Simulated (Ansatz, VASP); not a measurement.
**One calculation of HfAl3O4, two programs**

The input INCAR:

```
PREC     = Accurate       # precision mode
ENCUT    = 520            # plane-wave cutoff, eV
EDIFF    = 1E-7           # SCF threshold, eV
ISMEAR   = 0              # smearing method
SIGMA    = 0.1            # smearing width, eV
LREAL    = F              # projectors in reciprocal space
LASPH    = T              # aspherical terms in the spheres
NELM     = 60             # most SCF steps
ALGO     = Normal         # electronic algorithm
ISIF     = 2              # what is computed and relaxed
LWAVE    = F              # write WAVECAR
LCHARG   = T              # write CHGCAR
GGA      = PE             # functional
LELF     = T              # ELF
LVHAR    = T            
NBANDS   = 32             # bands
```

Contents of KPOINTS:

```
regular mesh
0
Gamma
  4 4 4
```

File POSCAR:

```
HfAl3O4
1.0
    4.8419937200      0.0000000000      0.0000000000
    0.0000000000      4.8419937200      0.0000000000
    0.0000000000      0.0000000000      4.8419937200
Hf Al O
1 3 4
Direct
    0.0000000000      0.0000000000      0.0000000000
    0.0000000000      0.0000000000      0.5000000000
    0.0000000000      0.5000000000      0.0000000000
    0.5000000000      0.0000000000      0.0000000000
    0.7435122700      0.7435122700      0.2564877300
    0.7435122700      0.2564877300      0.7435122700
    0.2564877300      0.7435122700      0.7435122700
    0.2564877300      0.2564877300      0.2564877300
```

Input for Ansatz:

```yaml
crystal:
  lattice:
    - [4.84199372, 0.0, 0.0]
    - [0.0, 4.84199372, 0.0]
    - [0.0, 0.0, 4.84199372]
  atoms:
    - { symbol: Hf, position: [0.0, 0.0, 0.0] }
    - { symbol: Al, position: [0.0, 0.0, 0.5] }
    - { symbol: Al, position: [0.0, 0.5, 0.0] }
    - { symbol: Al, position: [0.5, 0.0, 0.0] }
    - { symbol: O, position: [0.74351227, 0.74351227, 0.25648773] }
    - { symbol: O, position: [0.74351227, 0.25648773, 0.74351227] }
    - { symbol: O, position: [0.25648773, 0.74351227, 0.74351227] }
    - { symbol: O, position: [0.25648773, 0.25648773, 0.25648773] }
basis:
  ecutwfc: 420
kpoints:
  mp_grid: { grid: [4, 4, 4] }
hamiltonian:
  xc: pbe
scf:
  occupations: { method: gaussian, width: 0.1 }
  lower_state_search: "off"
output:
  forces: true
  stress: true
  eigenvalues: true
```

Change from the starting cell: species swapped into the NbCu3Te4 type (P-43m, No. 215).

Alike in both runs: task single point; functional PBE; k mesh 4 × 4 × 4; occupations gaussian, width 0.1 eV; no spin polarisation.

|  | VASP | Ansatz |
| --- | --- | --- |
| version | VASP 6.6.1 | Ansatz 0.2.0 |
| potentials or method | VASP PAW PBE potentials, release 64 (Hf_pv, Al, O), cutoff 520 eV | scalar-relativistic, plane waves, PAW |
| valence electrons in the cell | 43 | 59 |

```tsv
	VASP	Ansatz	Ansatz less VASP
gap on the k mesh at the Fermi level (eV)	none	none	-
pressure (GPa)	13.3	13.3	+0.04
rms of the force components (eV/Å)	0.257	0.223	-0.0339
```

Atom by atom the forces differ by 0.034 eV/Å (rms over components). A gap of «none» marks a metal or a gap that the smearing closes. VASP's potentials hold 43 valence electrons a cell and Ansatz's 59, so a difference there can come from the potentials and not from the codes.

Neither program's run includes spin-orbit coupling.
